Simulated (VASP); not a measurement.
# Ni2H (P-3m1) in VASP: notebook, part 2 of 2

VASP 6.6.1. Earlier steps stand in the parts before.

## (3) Single point, PBEsol, collinear spin, ferromagnetic start

This run uses another cell than the first one, of 7.59 Å³/atom.

The input, INCAR:

```
SYSTEM = Ni2H
PREC = Accurate ; ENCUT = 520
EDIFF = 1E-6 ; ISMEAR = 0
SIGMA = 0.2 ; LREAL = .False.
LASPH = .True. ; NELM = 150
ALGO = Normal ; ISIF = 2
LWAVE = .False. ; LCHARG = .True.
ISPIN = 2 ; MAGMOM = 0.16 0.16 0
LORBIT = 11 ; LMAXMIX = 4
GGA = PS ; LELF = .True.
LVHAR = .True. ; NBANDS = 22
```

The input, KPOINTS:

```
regular mesh
0
Gamma
  18 18 10
  0 0 0
```

The input, POSCAR:

```
Ni2H
1.0
    2.5134582397      0.0000000000      0.0000000000
   -1.2567291198      2.1767186870      0.0000000000
    0.0000000000      0.0000000000      4.1615445916
Ni H
2 1
Direct
    0.3333333333      0.6666666667      0.2590559116
    0.6666666667      0.3333333333      0.7409440884
    0.0000000000      0.0000000000      0.0000000000
```

Potentials or basis: VASP PAW PBE potentials, release 64 (Ni, H).

Run with:

```bash
$ cat potpaw_PBE.64/Ni/POTCAR potpaw_PBE.64/H/POTCAR > POTCAR
$ mpirun -np 1 vasp_std > vasp.out
```

OUTCAR:

```text
SYSTEM = Ni2H
   PREC = Accurate
   ENCUT = 520
   EDIFF = 1E-6
   ISMEAR = 0
   LREAL = .False.
   LASPH = .True.
   NELM = 150
   ISIF = 2
   ISPIN = 2
   LORBIT = 11
   GGA = PS

 ion  position               nearest neighbor table
   1  0.333  0.667  0.259-   3 1.81   3 1.81   3 1.81   2 2.48   2 2.48   2 2.48   2 2.60   2 2.60
                             2 2.60
   2  0.667  0.333  0.741-   3 1.81   3 1.81   3 1.81   1 2.48   1 2.48   1 2.48   1 2.60   1 2.60
                             1 2.60
   3  0.000  0.000  0.000-   1 1.81   2 1.81   2 1.81   1 1.81   2 1.81   1 1.81

  LATTYP: Found a hexagonal cell.
 ALAT       =     2.5134582397
 C/A-ratio  =     1.6557046884

  Lattice vectors:

 A1 = (   2.5134582397,   0.0000000000,   0.0000000000)
 A2 = (  -1.2567291198,   2.1767186870,   0.0000000000)
 A3 = (   0.0000000000,   0.0000000000,   4.1615445916)

Analysis of symmetry for initial positions (statically):
=====================================================================
 Subroutine PRICEL returns:
 Original cell was already a primitive cell.

 Routine SETGRP: Setting up the symmetry group for a
 hexagonal supercell.

 Subroutine GETGRP returns: Found 12 space group operations
 (whereof 12 operations were pure point group operations)
 out of a pool of 24 trial point group operations.

The static configuration has the point symmetry D_3d.

Analysis of symmetry for dynamics (positions and initial velocities):
=====================================================================
 Subroutine PRICEL returns:
 Original cell was already a primitive cell.

 Routine SETGRP: Setting up the symmetry group for a
 hexagonal supercell.

 Subroutine GETGRP returns: Found 12 space group operations
 (whereof 12 operations were pure point group operations)
 out of a pool of 24 trial point group operations.

The dynamic configuration has the point symmetry D_3d.

Analysis of structural, dynamic, and magnetic symmetry:
=====================================================================
 Subroutine PRICEL returns:
 Original cell was already a primitive cell.

 Routine SETGRP: Setting up the symmetry group for a
 hexagonal supercell.

 Subroutine GETGRP returns: Found 12 space group operations
 (whereof 12 operations were pure point group operations)
 out of a pool of 24 trial point group operations.

The overall configuration has the point symmetry D_3d.

 Subroutine INISYM returns: Found 12 space group operations
 (whereof 12 operations are pure point group operations),
 and found     1 'primitive' translations

----------------------------------------------------------------------------------------

                                     Primitive cell

  volume of cell :      22.7682

  direct lattice vectors                    reciprocal lattice vectors
     2.513458240  0.000000000  0.000000000     0.397858212  0.229703546  0.000000000
    -1.256729120  2.176718687  0.000000000     0.000000000  0.459407091  0.000000000
     0.000000000  0.000000000  4.161544592     0.000000000  0.000000000  0.240295395

  length of vectors
     2.513458240  2.513458240  4.161544592     0.459407091  0.459407091  0.240295395

  position of ions in fractional coordinates (direct lattice)
     0.333333333  0.666666667  0.259055912
     0.666666667  0.333333333  0.740944088
     0.000000000  0.000000000  0.000000000
[... 70 lines left out ...]
   ISTART =      0    job   : 0-new  1-cont  2-samecut
   ICHARG =      2    charge: 1-file 2-atom 10-const
   ISPIN  =      2    spin polarized calculation?
   LNONCOLLINEAR =      F non collinear calculations
   LSORBIT =      F    spin-orbit coupling
   LASPH  =      T    aspherical Exc in radial PAW
   ENCUT  =  520.0 eV  38.22 Ry    6.18 a.u.   4.67  4.67  7.74*2*pi/ulx,y,z
   NELM   =    150;   NELMIN=  2; NELMDL= -5     # of ELM steps
   EDIFF  = 0.1E-05   stopping-criterion for ELM
   LREAL  =      F    real-space projection
   EDIFFG = 0.1E-04   stopping-criterion for IOM
   NSW    =      0    number of steps for IOM
   IBRION =     -1    ionic relax: 0-MD 1-quasi-New 2-CG
   NFREE  =      0    steps in history (QN), initial steepest desc. (CG)
   ISIF   =      2    stress and relaxation
   ISYM   =      2    0-nonsym 1-usesym 2-fastsym
   POTIM  = 0.5000    time-step for ionic-motion
   TEBEG  =    0.0;   TEEND  =   0.0 temperature during run
   PSTRESS=    0.0 pullay stress
   NELECT =      21.0000    total number of electrons
   NUPDOWN=      -1.0000    fix difference up-down
   EMIN   =  10.00;   EMAX   =-10.00  energy-range for DOS
   EFERMI =   0.00;   METHOD = LEGACY
   ISMEAR =     0;   SIGMA  =   0.20  broadening in eV -4-tet -1-fermi 0-gaus
   EFERMI_NEDOS =   21; number of points for ismear=-14 and -15
   IALGO  =     38    algorithm
   IMIX   =      4    mixing-type and parameters
     AMIX     =   0.40;   BMIX     =  1.00
     AMIX_MAG =   1.60;   BMIX_MAG =  1.00
  volume/ion in A,a.u.               =       7.59        51.22
  Fermi-wavevector in a.u.,A,eV,Ry     =   1.593572  3.011415 34.551620  2.539472
  Thomas-Fermi vector in A             =   2.691781
   LORBIT       =     11    0 simple, 1 ext, 2 COOP (PROOUT), +10 PAW based schemes
   GGA     = PS    functional components
   LHFCALC =     F    Hartree Fock is set to
   AEXX    =    0.0000 exact exchange contribution
   IVDW    =     0    specifies the selected vdW correction
   LEPSILON=     F    determine dielectric tensor
   LRPA    =     F    only Hartree local field effects (RPA)
 spin polarized calculation
 Gauss-broadening in eV      SIGMA  =   0.20
  energy-cutoff  :      520.00
  volume of cell :       22.77
 maximum number of plane-waves:       628
 NGX is ok and might be reduce to    20
   NGX =  9   NGY =  9   NGZ = 15

 number of electron      21.0000000 magnetization       0.1930584

 Free energy of the ion-electron system (eV)
  ---------------------------------------------------
  ext. energy  EPLUGINS =         0.00000000
  ---------------------------------------------------
  free energy    TOTEN  =       -15.78607860 eV

  energy without entropy =      -15.71578586  energy(sigma->0) =      -15.75093223

 E-fermi :   9.4417     XC(G=0): -13.5976

 val. band max:        9.4413381314   @ k =  -0.1111   0.3889   0.2000
 cond. band min:       9.4445377059   @ k =   0.1667   0.1667   0.5000
 fundamental gap:      0.0031995745
 Fermi energy:         9.4416627446

 spin component 1

 k-point     1 :       0.0000    0.0000    0.0000
  band No.  band energies     occupation
      1      -2.0999      1.00000
      2       4.6283      1.00000
      3       6.4202      1.00000
      4       7.4214      1.00000
      5       7.4214      1.00000
      6       7.4437      1.00000
[... 589 lines left out ...]
     21      37.4669      0.00000
     22      39.8111      0.00000

 [... further k-points ...]

 spin component 2

 k-point     1 :       0.0000    0.0000    0.0000
  band No.  band energies     occupation
      1      -2.1018      1.00000
      2       4.6858      1.00000
      3       6.4234      1.00000
      4       7.5253      1.00000
      5       7.5253      1.00000
      6       7.5450      1.00000
[... 589 lines left out ...]
     21      37.4708      0.00000
     22      39.8141      0.00000

 [... further k-points ...]
[... 5 lines left out ...]
  --------------------------------------------------------------------------------------
  -------------------------------------------------------------------------------------
  Total        0.0008489      0.0008489     -0.0210658      0.0000000      0.0000000     -0.0000000
  in kB        0.0597384      0.0597384     -1.4823820      0.0000000      0.0000000     -0.0000000
  external PRESSURE =      -0.4543017 kB  Pullay stress =       0.0000000 kB

 VOLUME and BASIS-vectors are now :
 -----------------------------------------------------------------------------
  energy-cutoff  :      520.00
  volume of cell :       22.77
      direct lattice vectors                 reciprocal lattice vectors
     2.513458240  0.000000000  0.000000000     0.397858212  0.229703546  0.000000000
    -1.256729120  2.176718687  0.000000000     0.000000000  0.459407091  0.000000000
     0.000000000  0.000000000  4.161544592     0.000000000  0.000000000  0.240295395

 POSITION                                       TOTAL-FORCE (eV/Angst)
 -----------------------------------------------------------------------------------
     -0.00000      1.45115      1.07807         0.000000     -0.000000      0.012613
      1.25673      0.72557      3.08347        -0.000000      0.000000     -0.012613
      0.00000      0.00000      0.00000         0.000000      0.000000      0.000000
 -----------------------------------------------------------------------------------
    total drift:                                0.000000     -0.000000      0.000000

  FREE ENERGIE OF THE ION-ELECTRON SYSTEM (eV)
  ---------------------------------------------------
  free  energy   TOTEN  =       -15.7860785988 eV

  energy  without entropy=      -15.7157858617  energy(sigma->0) =      -15.75093223

 total charge

# of ion       s       p       d       tot
------------------------------------------
    1        0.467   0.548   8.423   9.439
    2        0.467   0.548   8.423   9.439
    3        0.503   0.041   0.000   0.544
--------------------------------------------------
tot          1.436   1.138  16.847  19.421

 magnetization (x)

# of ion       s       p       d       tot
------------------------------------------
    1       -0.001  -0.003   0.100   0.097
    2       -0.001  -0.003   0.100   0.097
    3       -0.001  -0.000   0.000  -0.001
--------------------------------------------------
tot         -0.002  -0.005   0.200   0.193
```

OSZICAR:

```text
N       E                     dE             d eps       ncg     rms          rms(c)
DAV:   1     0.951606154427E+02    0.95161E+02   -0.87971E+03 31214   0.129E+03
DAV:   2    -0.123234123912E+02   -0.10748E+03   -0.99064E+02 29928   0.233E+02
DAV:   3    -0.181475708637E+02   -0.58242E+01   -0.56314E+01 33428   0.616E+01
DAV:   4    -0.182164220068E+02   -0.68851E-01   -0.68805E-01 33084   0.634E+00
DAV:   5    -0.182182389104E+02   -0.18169E-02   -0.18169E-02 33786   0.104E+00    0.160E+01
DAV:   6    -0.165903992008E+02    0.16278E+01   -0.82009E+00 34230   0.608E+01    0.869E+00
DAV:   7    -0.158340609579E+02    0.75634E+00   -0.19597E+00 33544   0.263E+01    0.309E+00
DAV:   8    -0.157896824229E+02    0.44379E-01   -0.19643E-02 43726   0.214E+00    0.843E-01
DAV:   9    -0.157865294185E+02    0.31530E-02   -0.22294E-03 37548   0.355E-01    0.271E-01
DAV:  10    -0.157860925017E+02    0.43692E-03   -0.14007E-04 41484   0.104E-01    0.713E-02
DAV:  11    -0.157860780970E+02    0.14405E-04   -0.31113E-05 39992   0.630E-02    0.252E-02
DAV:  12    -0.157860785988E+02   -0.50177E-06   -0.32962E-06 35654   0.181E-02
   1 F= -.15786079E+02 E0= -.15750932E+02  d E =-.702927E-01  mag=     0.1928
```

Run time: 3.7 min. Hardware: 1 thread of Intel Xeon Platinum 8259CL at 2.50GHz (Skylake/Cascade Lake), shared host; peak memory 0.33 GiB.

Results:

* Free energy: -15.7861 eV
* Pressure: 0.0 GPa
* Largest force: 0.013 eV/Å
* Net moment: 0.19 μB per cell
* Site moments: Ni +0.10; H -0.00 μB
* Valence electrons inside the program's atomic spheres: Ni 9.44; H 0.54

Forces in eV/Å, atoms in the order of the input:
```
Ni   0.000  0.000  0.013
Ni   0.000  0.000 -0.013
H    0.000  0.000  0.000
```

Caveat: the PAW data sets were made with another functional, which shifts forces and pressure a little.
